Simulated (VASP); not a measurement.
Write the native input for VASP 6.6.1 that does the following.

```yaml
Task: single point
Functional: PBE
Dispersion: D3(BJ)
Potentials_or_basis: VASP PAW PBE potentials, release 64 (Se, In_d)
Cutoff: 520 eV
k_mesh: 9 × 9 × 1
Occupations: gaussian, width 0.02 eV
Spin: no spin polarisation
Dipole_correction: yes
Further_INCAR_settings: ALGO = Normal; EDIFF = 1e-06; NBANDS = 27
```

The structure of InSe lies in POSCAR:

```
InSe
1.0
    3.8920000000      0.0000000000      0.0000000000
   -1.9460000000      3.3705708715      0.0000000000
    0.0000000000      0.0000000000     36.7199571806
Se In
2 2
Direct
    0.0000000000      0.0000000000      0.4250677313
    0.0000000000      0.0000000000      0.5749045073
    0.6666666667      0.3333333333      0.4611107345
    0.6666666667      0.3333333333      0.5388615635
```

These files were run (other wordings do the same):

INCAR

```
  PREC = Accurate
  ENCUT = 520
  EDIFF = 1E-6
  ISMEAR = 0
  SIGMA = 0.02
  LREAL = False
  LASPH = True
  NELM = 80
  ALGO = Normal
  ISIF = 2
  LWAVE = False
  LCHARG = True
  LDIPOL = True
  IDIPOL = 3
  DIPOL = 0.5 0.5 0.500
  GGA = PE
  IVDW = 12
  LELF = True
  LVHAR = True
  LVACPOTAV = True
  NBANDS = 27
```

KPOINTS

```
Automatic mesh
0
Gamma
  9 9 1
```

Potentials or basis: VASP PAW PBE potentials, release 64 (Se, In_d).

The run is started by

```console
$ cat potpaw_PBE.64/Se/POTCAR potpaw_PBE.64/In_d/POTCAR > POTCAR
$ mpirun -np 1 vasp_std > vasp.out
```

Results of the run:

The largest force is 0.670 eV/Å and the band gap on the k mesh is 2.04 eV, indirect (least direct gap 2.11 eV). The dispersion energy per atom is -0.235 eV and the ionisation potential of the upper face is 6.06 eV.

Caveat: spin-orbit coupling is left out, which moves the levels of the heavy elements.

Run time: 3.7 min on 1 thread of Intel(R) Xeon(R) 6975P-C (Granite Rapids), on a shared host, peak memory 0.58 GiB.
